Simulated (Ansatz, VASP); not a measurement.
Te2Mo: VASP beside Ansatz

File POSCAR:

```
Te2Mo
1.0
    3.5602328140      0.0000000000      0.0000000000
   -1.7801164070      3.0832520603      0.0000000000
    0.0000000000      0.0000000000     17.8745389764
Te Mo
2 1
Direct
    0.3333333333      0.6666666667      0.8978554500
    0.3333333333      0.6666666667      0.1021445500
    0.0000000000      0.0000000000      0.0000000000
```

File INCAR.step1:

```
  ALGO = Normal
  EDIFF = 1E-4
  ENCUT = 520
  GGA = PE
  ISMEAR = 0
  LASPH = True
  LCHARG = False
  LREAL = False
  LWAVE = True
  NBANDS = 20
  NELM = 100
  PREC = Accurate
  SIGMA = 0.05
```

INCAR.step2

```
  ALGO = Normal
  EDIFF = 1E-6
  ENCUT = 520
  ISIF = 2
  ISMEAR = 0
  ISTART = 1
  LASPH = True
  LCHARG = False
  LMIXTAU = True
  LREAL = False
  LWAVE = False
  METAGGA = R2SCAN
  NBANDS = 20
  NELM = 100
  PREC = Accurate
  SIGMA = 0.05
```

Contents of KPOINTS:

```
k-points
0
Gamma
  12 12 2
```

Input for Ansatz:

```yaml
crystal:
  lattice:
    - [3.560232814, 0.0, 0.0]
    - [-1.780116407, 3.0832520603, 0.0]
    - [0.0, 0.0, 17.8745389764]
  atoms:
    - { symbol: Te, position: [0.3333333333, 0.6666666667, 0.89785545] }
    - { symbol: Te, position: [0.3333333333, 0.6666666667, 0.10214455] }
    - { symbol: Mo, position: [0.0, 0.0, 0.0] }
basis:
  ecutwfc: 500
kpoints:
  mp_grid: { grid: [12, 12, 2] }
hamiltonian:
  xc: r2scan
scf:
  occupations: { method: gaussian, width: 0.05 }
output:
  forces: true
  stress: true
  eigenvalues: true
```

Change from the starting cell: strain +0.0200 x Voigt [0, 0, 1, 0, 0, 0], atoms carried along.

Alike in both runs: task single point; functional r2SCAN; k mesh 12 × 12 × 2; occupations gaussian, width 0.05 eV; no spin polarisation.

```csv
,VASP,Ansatz
version,VASP 6.6.1,Ansatz 0.2.0
potentials or method,"VASP PAW PBE potentials, release 64 (Te, Mo_sv), cutoff 520 eV","scalar-relativistic, plane waves, PAW"
valence electrons in the cell,26,46
```

|  | VASP | Ansatz | Ansatz less VASP |
| --- | --- | --- | --- |
| gap on the k mesh at the Fermi level (eV) | 1.16 | 1.16 | -0.002 |
| least direct gap on the mesh (eV) | 1.16 | 1.16 | -0.002 |
| rms of the force components (eV/Å) | 0.221 | 0.232 | +0.0112 |

VASP's potentials were made for PBE, not for r2SCAN. Atom by atom the forces differ by 0.011 eV/Å (rms over components). The functional is the same, so the differences come from potentials, cutoffs and numerics. VASP's potentials hold 26 valence electrons a cell and Ansatz's 46, so a difference there can come from the potentials and not from the codes.

Spin-orbit coupling is off throughout.
